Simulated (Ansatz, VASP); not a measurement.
LiH: VASP beside Ansatz

The input POSCAR:

```
LiH
1.0
    0.0603569112      2.0633517523      2.0633517523
    2.0633517523      0.0603569112      2.0633517523
    2.0633517523      2.0633517523      0.0603569112
Li H
1 1
Direct
    0.0000000000      0.0000000000      0.0000000000
    0.5000000000      0.5000000000      0.5000000000
```

Contents of INCAR.step1:

```
SYSTEM = LiH
  ALGO = Normal
  EDIFF = 1E-5
  ENCUT = 520
  GGA = PE
  ISIF = 2
  ISMEAR = 0
  LASPH = .True.
  LREAL = .False.
  LWAVE = .True.
  NBANDS = 9
  NELM = 60
  PREC = Accurate
  SIGMA = 0.01
```

The input INCAR.step2:

```
SYSTEM = LiH
  ALGO = Normal
  EDIFF = 1E-6
  ENCUT = 520
  GGA = PE
  HFSCREEN = 0.2079
  ISIF = 2
  ISMEAR = 0
  ISTART = 1
  LASPH = .True.
  LCHARG = .True.
  LELF = .True.
  LHFCALC = .True.
  LREAL = .False.
  LVHAR = .True.
  LWAVE = .False.
  NBANDS = 9
  NELM = 60
  PREC = Accurate
  PRECFOCK = Normal
  SIGMA = 0.01
```

KPOINTS

```
k-points
0
Gamma
  8 8 8
  0 0 0
```

Input for Ansatz:

```yaml
crystal:
  lattice:
    - [0.0603569112, 2.0633517523, 2.0633517523]
    - [2.0633517523, 0.0603569112, 2.0633517523]
    - [2.0633517523, 2.0633517523, 0.0603569112]
  atoms:
    - { symbol: Li, position: [0.0, 0.0, 0.0] }
    - { symbol: H, position: [0.5, 0.5, 0.5] }
kpoints:
  mp_grid: { grid: [8, 8, 8] }
  band_path:
    path:
      - [0.0, 0.0, 0.0]
      - [0.5, 0.0, 0.5]
      - [0.625, 0.25, 0.625]
      - [0.375, 0.375, 0.75]
      - [0.5, 0.5, 0.5]
      - [0.5, 0.25, 0.75]
    npoints: 1
hamiltonian:
  xc: hse06
scf:
  occupations: { method: fixed }
  n_extra_bands: 4
output:
  forces: true
  stress: true
  eigenvalues: true
```

Change from the starting cell: shear_111 strain +4.5%.

Alike in both runs: task single point; functional HSE06; k mesh 8 × 8 × 8; no spin polarisation.

```csv
,VASP,Ansatz
version,VASP 6.6.1,Ansatz 0.2.0
potentials or method,"VASP PAW PBE potentials, release 64 (Li_sv, H)","plane waves, PAW"
plane-wave cutoff (eV),520,420
occupations,"gaussian, width 0.01 eV",fixed
valence electrons in the cell,4,4
```

```csv
,VASP,Ansatz,Ansatz less VASP
gap on the k mesh at the Fermi level (eV),3.99,3.99,+0.002
```

Ansatz's warnings: stress exchange threshold loose, stress scf threshold loose.

Noted on VASP's run: the cutoff is under 1.25 times that of the potentials, so the pressure is a little rough.
